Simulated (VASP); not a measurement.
# Al15CdN16 (a cell with a defect) in VASP: single point with PBE

Aim: the single point of Al15CdN16 (a cell with a defect) with PBE.

Everything below comes from runs of VASP 6.6.1. Logs are shortened: lines on timing, memory, paths and dates and some standing lists are left out, and cuts for length are marked.

### Step 1. The cell of the first run

The cell holds a defect, 32 atoms: a = 6.226 Å, b = 6.226 Å, c = 9.962 Å, α = 90.00°, β = 90.00°, γ = 120.00°.

### Step 2. Single point, PBE

INCAR reads:

```
SYSTEM = Al15CdN16
PREC = Accurate
ENCUT = 520
EDIFF = 1E-6
ISMEAR = -1
SIGMA = 0.01
LREAL = Auto
LASPH = .TRUE.
NELM = 80
ALGO = Normal
ISIF = 2
LWAVE = .FALSE.
LCHARG = .TRUE.
GGA = PE
LELF = .TRUE.
LVHAR = .TRUE.
NBANDS = 90
NELECT = 138.0
```

KPOINTS reads:

```
Automatic mesh
0
G
  4 4 2
  0 0 0
```

POSCAR reads:

```
Al15CdN16
1.0
    6.2260000000      0.0000000000      0.0000000000
   -3.1130000000      5.3918741640      0.0000000000
    0.0000000000      0.0000000000      9.9620000000
Cd Al N
1 15 16
Direct
    0.1666666667      0.3333333333      0.0096975048
    0.1666666667      0.3333333333      0.4936790937
    0.1712843617      0.8356421809     -0.0038581062
    0.1650173727      0.8325086864      0.5004000648
    0.6643578191      0.3287156383     -0.0038581062
    0.6674913136      0.3349826273      0.5004000648
    0.6643578191      0.8356421809     -0.0038581062
    0.6674913136      0.8325086864      0.5004000648
    0.3353581059      0.1646418941      0.2540519256
    0.3338903689      0.1661096311      0.7467889651
    0.3353581059      0.6707162119      0.2540519256
    0.3338903689      0.6677807378      0.7467889651
    0.8292837881      0.1646418941      0.2540519256
    0.8322192622      0.1661096311      0.7467889651
    0.8333333333      0.6666666667      0.2461822515
    0.8333333333      0.6666666667      0.7507336987
    0.1666666667      0.3333333333      0.2266736162
    0.1666666667      0.3333333333      0.6857639725
    0.1681332752      0.8340666376      0.1900380942
    0.1626666089      0.8313333044      0.6875526887
    0.6659333624      0.3318667248      0.1900380942
    0.6686666956      0.3373333911      0.6875526887
    0.6659333624      0.8340666376      0.1900380942
    0.6686666956      0.8313333044      0.6875526887
    0.3364155131      0.1635844869      0.4439617958
    0.3483263256      0.1516736744      0.9306192269
    0.3364155131      0.6728310261      0.4439617958
    0.3483263256      0.6966526511      0.9306192269
    0.8271689739      0.1635844869      0.4439617958
    0.8033473489      0.1516736744      0.9306192269
    0.8333333333      0.6666666667      0.4370692560
    0.8333333333      0.6666666667      0.9415366414
```

Potentials or basis: VASP PAW PBE potentials, release 64 (Cd, Al, N).

On the command line:

```sh
> cat potpaw_PBE.64/Cd/POTCAR potpaw_PBE.64/Al/POTCAR potpaw_PBE.64/N/POTCAR > POTCAR
> mpirun -np 1 vasp_std > vasp.out
```

OUTCAR:

```text
SYSTEM = Al15CdN16
   PREC = Accurate
   ENCUT = 520
   EDIFF = 1E-6
   ISMEAR = -1
   LREAL = Auto
   LASPH = .TRUE.
   NELM = 80
   ISIF = 2
   GGA = PE
   NELECT = 138.0

 ion  position               nearest neighbor table
   1  0.167  0.333  0.010-  26 2.11  30 2.11  28 2.11  17 2.16   9 3.04  13 3.04  11 3.04   5 3.12
                             3 3.12   7 3.12   7 3.12   5 3.12   3 3.12  10 3.18  14 3.18  12 3.18
   2  0.167  0.333  0.494-  25 1.90  29 1.90  27 1.90  18 1.91   9 3.00  13 3.00  11 3.00  10 3.10
                            14 3.10  12 3.10   6 3.11   4 3.11   8 3.11   8 3.11   6 3.11   4 3.11
   3  0.171  0.836  0.996-  26 1.83  28 1.83  32 1.90  19 1.93  16 3.05  10 3.06  12 3.06   7 3.07
                             5 3.07  15 3.09   1 3.12   1 3.12  11 3.12   9 3.12   7 3.16   5 3.16
   4  0.165  0.833  0.500-  20 1.86  25 1.87  27 1.87  31 1.90  11 3.04   9 3.04  10 3.04  12 3.04
                            16 3.07   8 3.10   6 3.10  15 3.10   2 3.11   2 3.11   8 3.13   6 3.13
   5  0.664  0.329  0.996-  26 1.83  30 1.83  32 1.90  21 1.93  16 3.05  10 3.06  14 3.06   7 3.07
                             3 3.07  15 3.09   1 3.12   1 3.12  13 3.12   9 3.12   7 3.16   3 3.16
   6  0.667  0.335  0.500-  22 1.86  25 1.87  29 1.87  31 1.90  13 3.04   9 3.04  10 3.04  14 3.04
                            16 3.07   8 3.10   4 3.10  15 3.10   2 3.11   2 3.11   8 3.13   4 3.13
   7  0.664  0.836  0.996-  28 1.83  30 1.83  32 1.90  23 1.93  16 3.05  12 3.06  14 3.06   3 3.07
                             5 3.07  15 3.09   1 3.12   1 3.12  11 3.12  13 3.12   3 3.16   5 3.16
   8  0.667  0.833  0.500-  24 1.86  27 1.87  29 1.87  31 1.90  11 3.04  13 3.04  12 3.04  14 3.04
                            16 3.07   4 3.10   6 3.10  15 3.10   2 3.11   2 3.11   4 3.13   6 3.13
   9  0.335  0.165  0.254-  17 1.84  25 1.89  21 1.89  19 1.89   2 3.00   6 3.04   4 3.04   1 3.04
                            13 3.08  11 3.08  15 3.11  15 3.11   5 3.12   3 3.12  13 3.15  11 3.15
  10  0.334  0.166  0.747-  26 1.84  22 1.90  20 1.90  18 1.90   6 3.04   4 3.04   5 3.06   3 3.06
                             2 3.10  14 3.10  12 3.10  16 3.11  16 3.11  14 3.12  12 3.12   1 3.18
  11  0.335  0.671  0.254-  17 1.84  27 1.89  19 1.89  23 1.89   2 3.00   4 3.04   8 3.04   1 3.04
                             9 3.08  13 3.08  15 3.11  15 3.11   7 3.12   3 3.12   9 3.15  13 3.15
[... 9 lines left out ...]
                             4 3.07   6 3.07  12 3.11  14 3.11  10 3.11  10 3.11  12 3.11  14 3.11
  17  0.167  0.333  0.227-   9 1.84  13 1.84  11 1.84   1 2.16
  18  0.167  0.333  0.686-  10 1.90  14 1.90  12 1.90   2 1.91
  19  0.168  0.834  0.190-  15 1.89  11 1.89   9 1.89   3 1.93
  20  0.163  0.831  0.688-   4 1.86  16 1.88  12 1.90  10 1.90
  21  0.666  0.332  0.190-  15 1.89  13 1.89   9 1.89   5 1.93
  22  0.669  0.337  0.688-   6 1.86  16 1.88  14 1.90  10 1.90
[... 8 lines left out ...]
  31  0.833  0.667  0.437-   8 1.90   4 1.90   6 1.90  15 1.90
  32  0.833  0.667  0.942-  16 1.90   7 1.90   3 1.90   5 1.90

  LATTYP: Found a hexagonal cell.
 ALAT       =     6.2260000000
 C/A-ratio  =     1.6000642467

  Lattice vectors:

 A1 = (   6.2260000000,   0.0000000000,   0.0000000000)
 A2 = (  -3.1130000000,   5.3918741640,   0.0000000000)
 A3 = (   0.0000000000,   0.0000000000,   9.9620000000)

Analysis of symmetry for initial positions (statically):
=====================================================================
 Subroutine PRICEL returns:
 Original cell was already a primitive cell.

 Routine SETGRP: Setting up the symmetry group for a
 hexagonal supercell.

 Subroutine GETGRP returns: Found  6 space group operations
 (whereof  2 operations were pure point group operations)
 out of a pool of 24 trial point group operations.

The static configuration has the point symmetry C_1h.
 The point group associated with its full space group is C_3v.

Analysis of symmetry for dynamics (positions and initial velocities):
=====================================================================
 Subroutine PRICEL returns:
 Original cell was already a primitive cell.

 Routine SETGRP: Setting up the symmetry group for a
 hexagonal supercell.

 Subroutine GETGRP returns: Found  6 space group operations
 (whereof  2 operations were pure point group operations)
 out of a pool of 24 trial point group operations.

The dynamic configuration has the point symmetry C_1h.
 The point group associated with its full space group is C_3v.

 Subroutine INISYM returns: Found  6 space group operations
 (whereof  2 operations are pure point group operations),
 and found     1 'primitive' translations

----------------------------------------------------------------------------------------

                                     Primitive cell

  volume of cell :     334.4224

  direct lattice vectors                    reciprocal lattice vectors
     6.226000000  0.000000000  0.000000000     0.160616768  0.092732134  0.000000000
    -3.113000000  5.391874164  0.000000000     0.000000000  0.185464269  0.000000000
     0.000000000  0.000000000  9.962000000     0.000000000  0.000000000  0.100381450

  length of vectors
     6.226000000  6.226000000  9.962000000     0.185464269  0.185464269  0.100381450

  position of ions in fractional coordinates (direct lattice)
     0.166666667  0.333333333  0.009697505
     0.166666667  0.333333333  0.493679094
     0.171284362  0.835642181  0.996141894
     0.165017373  0.832508686  0.500400065
     0.664357819  0.328715638  0.996141894
     0.667491314  0.334982627  0.500400065
[... 24 lines left out ...]
     0.833333333  0.666666667  0.437069256
     0.833333333  0.666666667  0.941536641

  ion indices of the primitive-cell ions
   primitive index   ion index
                 1           1
                 2           2
                 3           3
                 4           4
                 5           5
                 6           6
[... 24 lines left out ...]
                31          31
                32          32

----------------------------------------------------------------------------------------

 KPOINTS: Automatic mesh

Automatic generation of k-mesh.
 Grid dimensions read from file:
 generate k-points for:    4    4    2

 Generating k-lattice:

  Cartesian coordinates                     Fractional coordinates (reciprocal lattice)
     0.040154192  0.023183034  0.000000000     0.250000000  0.000000000  0.000000000
     0.000000000  0.046366067  0.000000000     0.000000000  0.250000000  0.000000000
     0.000000000  0.000000000  0.050190725     0.000000000  0.000000000  0.500000000

  Length of vectors
     0.046366067  0.046366067  0.050190725

  Shift w.r.t. Gamma in fractional coordinates (k-lattice)
     0.000000000  0.000000000  0.000000000

 Subroutine IBZKPT returns following result:
 ===========================================

 Found      8 irreducible k-points:

 Following reciprocal coordinates:
            Coordinates               Weight
  0.000000  0.000000  0.000000      1.000000
  0.250000  0.000000  0.000000      6.000000
  0.500000  0.000000  0.000000      3.000000
  0.250000  0.250000  0.000000      6.000000
  0.000000  0.000000  0.500000      1.000000
  0.250000  0.000000  0.500000      6.000000
  0.500000  0.000000  0.500000      3.000000
  0.250000  0.250000  0.500000      6.000000
   k-points           NKPTS =      8   k-points in BZ     NKDIM =      8   number of bands    NBANDS=     90
   number of dos      NEDOS =    301   number of ions     NIONS =     32
   total plane-waves  NPLWV = 184320
   dimension x,y,z NGX =    48 NGY =   48 NGZ =   80
   dimension x,y,z NGXF=    96 NGYF=   96 NGZF=  160
   ions per type =               1  15  16
   NGX,Y,Z   is equivalent  to a cutoff of  12.82, 12.82, 13.35 a.u.
   NGXF,Y,Z  is equivalent  to a cutoff of  25.63, 25.63, 26.70 a.u.
 SYSTEM =  Al15CdN16
   PREC   = accura    normal or accurate (medium, high low for compatibility)
   ISTART =      0    job   : 0-new  1-cont  2-samecut
   ICHARG =      2    charge: 1-file 2-atom 10-const
   ISPIN  =      1    spin polarized calculation?
   LNONCOLLINEAR =      F non collinear calculations
   LSORBIT =      F    spin-orbit coupling
   LASPH  =      T    aspherical Exc in radial PAW
   ENCUT  =  520.0 eV  38.22 Ry    6.18 a.u.  11.58 11.58 18.52*2*pi/ulx,y,z
   NELM   =     80;   NELMIN=  2; NELMDL= -5     # of ELM steps
   EDIFF  = 0.1E-05   stopping-criterion for ELM
   LREAL  =      T    real-space projection
   EDIFFG = 0.1E-04   stopping-criterion for IOM
   NSW    =      0    number of steps for IOM
   IBRION =     -1    ionic relax: 0-MD 1-quasi-New 2-CG
   NFREE  =      0    steps in history (QN), initial steepest desc. (CG)
   ISIF   =      2    stress and relaxation
   ISYM   =      2    0-nonsym 1-usesym 2-fastsym
   POTIM  = 0.5000    time-step for ionic-motion
   TEBEG  =    0.0;   TEEND  =   0.0 temperature during run
   PSTRESS=    0.0 pullay stress
   NELECT =     138.0000    total number of electrons
   NUPDOWN=      -1.0000    fix difference up-down
   EMIN   =  10.00;   EMAX   =-10.00  energy-range for DOS
   EFERMI =   0.00;   METHOD = LEGACY
   ISMEAR =    -1;   SIGMA  =   0.01  broadening in eV -4-tet -1-fermi 0-gaus
   EFERMI_NEDOS =   21; number of points for ismear=-14 and -15
   IALGO  =     38    algorithm
   IMIX   =      4    mixing-type and parameters
     AMIX     =   0.40;   BMIX     =  1.00
     AMIX_MAG =   1.60;   BMIX_MAG =  1.00
  volume/ion in A,a.u.               =      10.45        70.52
  Fermi-wavevector in a.u.,A,eV,Ry     =   1.218810  2.303217 20.211429  1.485498
  Thomas-Fermi vector in A             =   2.354084
   LORBIT       =      0    0 simple, 1 ext, 2 COOP (PROOUT), +10 PAW based schemes
   GGA     = PE    functional components
   LHFCALC =     F    Hartree Fock is set to
   AEXX    =    0.0000 exact exchange contribution
   IVDW    =     0    specifies the selected vdW correction
   LEPSILON=     F    determine dielectric tensor
   LRPA    =     F    only Hartree local field effects (RPA)
 non-spin polarized calculation
  energy-cutoff  :      520.00
  volume of cell :      334.42
 maximum number of plane-waves:      9043
 NGX is ok and might be reduce to    48
   NGX = 23   NGY = 23   NGZ = 37

 number of electron     138.0000000 magnetization

 Free energy of the ion-electron system (eV)
  ---------------------------------------------------
  ext. energy  EPLUGINS =         0.00000000
  ---------------------------------------------------
  free energy    TOTEN  =      -222.02009743 eV

  energy without entropy =     -222.02009743  energy(sigma->0) =     -222.02009743

 E-fermi :   7.2533     XC(G=0): -11.0709

 val. band max:        7.0355976029   @ k =   0.0000   0.0000   0.0000
 cond. band min:      10.0422164327   @ k =   0.0000   0.0000   0.0000
 fundamental gap:      3.0066188298
 Fermi energy:         7.2532835619

 k-point     1 :       0.0000    0.0000    0.0000
  band No.  band energies     occupation
      1      -9.3223      2.00000
      2      -8.4255      2.00000
      3      -8.2659      2.00000
      4      -7.3882      2.00000
      5      -7.3882      2.00000
      6      -7.3673      2.00000
[... 661 lines left out ...]
     80      13.1340      0.00000
     81      13.2134      0.00000
 [bands above 81 left out]

------------------------ aborting loop because EDIFF is reached ----------------------------------------

  FORCE on cell =-STRESS in cart. coord.  units (eV):
  Direction    XX          YY          ZZ          XY          YZ          ZX
  --------------------------------------------------------------------------------------
  -------------------------------------------------------------------------------------
  Total       30.0688258     30.0688258     31.9880380     -0.0000000      0.0000000     -0.0000000
  in kB      144.0560991    144.0560991    153.2508119     -0.0000000      0.0000000     -0.0000000
  external PRESSURE =     147.1210034 kB  Pullay stress =       0.0000000 kB

 VOLUME and BASIS-vectors are now :
 -----------------------------------------------------------------------------
  energy-cutoff  :      520.00
  volume of cell :      334.42
      direct lattice vectors                 reciprocal lattice vectors
     6.226000000  0.000000000  0.000000000     0.160616768  0.092732134  0.000000000
    -3.113000000  5.391874164  0.000000000     0.000000000  0.185464269  0.000000000
     0.000000000  0.000000000  9.962000000     0.000000000  0.000000000  0.100381450

 POSITION                                       TOTAL-FORCE (eV/Angst)
 -----------------------------------------------------------------------------------
      0.00000      1.79729      0.09661        -0.000000     -0.000000      0.036195
      0.00000      1.79729      4.91803        -0.000000     -0.000000     -0.002585
     -1.53494      4.50568      9.92357         0.000781      0.000451     -0.002175
     -1.56420      4.48878      4.98499         0.000652      0.000377      0.001447
      3.11300      1.77239      9.92357        -0.000000     -0.000902     -0.002175
      3.11300      1.80618      4.98499        -0.000000     -0.000753      0.001447
[... 24 lines left out ...]
      3.11300      3.59458      4.35408        -0.000000     -0.000000     -0.005327
      3.11300      3.59458      9.37959        -0.000000     -0.000000      0.011466
 -----------------------------------------------------------------------------------
    total drift:                               -0.000001      0.000002     -0.001121

  FREE ENERGIE OF THE ION-ELECTRON SYSTEM (eV)
  ---------------------------------------------------
  free  energy   TOTEN  =      -222.0200974251 eV

  energy  without entropy=     -222.0200974251  energy(sigma->0) =     -222.02009743
```

Wall time 12 min (1 thread of AMD EPYC 7R13 (Zen 3), shared host); peak memory 0.48 GiB.

What came out:

| Item | Value |
| --- | --- |
| Free energy | -222.0201 eV |
| Largest force | 0.127 eV/Å |

Forces on the atoms (eV/Å):
```
Cd   0.000  0.000  0.036
Al   0.000  0.000 -0.003
Al   0.001  0.000 -0.002
Al   0.001  0.000  0.001
Al   0.000 -0.001 -0.002
Al   0.000 -0.001  0.001
Al  -0.001  0.000 -0.002
Al  -0.001  0.000  0.001
Al   0.004 -0.002  0.010
Al   0.005 -0.003 -0.005
Al   0.000  0.005  0.010
Al   0.000  0.006 -0.005
Al  -0.004 -0.002  0.010
Al  -0.005 -0.003 -0.005
Al   0.000  0.000  0.006
Al   0.000  0.000 -0.008
N    0.000  0.000  0.088
N    0.000  0.000 -0.001
N   -0.001  0.000 -0.010
N   -0.002 -0.001  0.005
N    0.000  0.001 -0.010
N    0.000  0.003  0.005
N    0.001  0.000 -0.010
N    0.002 -0.001  0.005
N   -0.006  0.003 -0.001
N    0.104 -0.060 -0.040
N    0.000 -0.007 -0.001
N    0.000  0.120 -0.040
N    0.006  0.003 -0.001
N   -0.104 -0.060 -0.040
N    0.000  0.000 -0.005
N    0.000  0.000  0.011
```

Levels at points of the mesh, in eV from the Fermi level:
```tsv
k point	band 65	band 66	band 67	band 68	band 69	band 70	band 71	band 72	band 73	band 74
(0.00, 0.00, 0.00)	-1.66	-1.66	-1.01	-0.22	-0.22	2.79	3.78	4.00	4.00	4.08
(0.50, 0.00, 0.00)	-1.78	-1.63	-1.57	-1.04	-0.43	4.36	4.57	4.60	4.87	4.99
(0.00, 0.00, 0.50)	-1.68	-1.68	-1.57	-0.23	-0.23	3.49	3.63	3.70	3.70	3.94
(0.50, 0.00, 0.50)	-1.80	-1.68	-1.62	-0.99	-0.43	4.32	4.55	4.72	4.76	4.89
```

Caveat: the cell carries a net charge on a neutralising background, which shifts energy and pressure; the cell is charged against a uniform background, so pressure and absolute levels hang on convention.
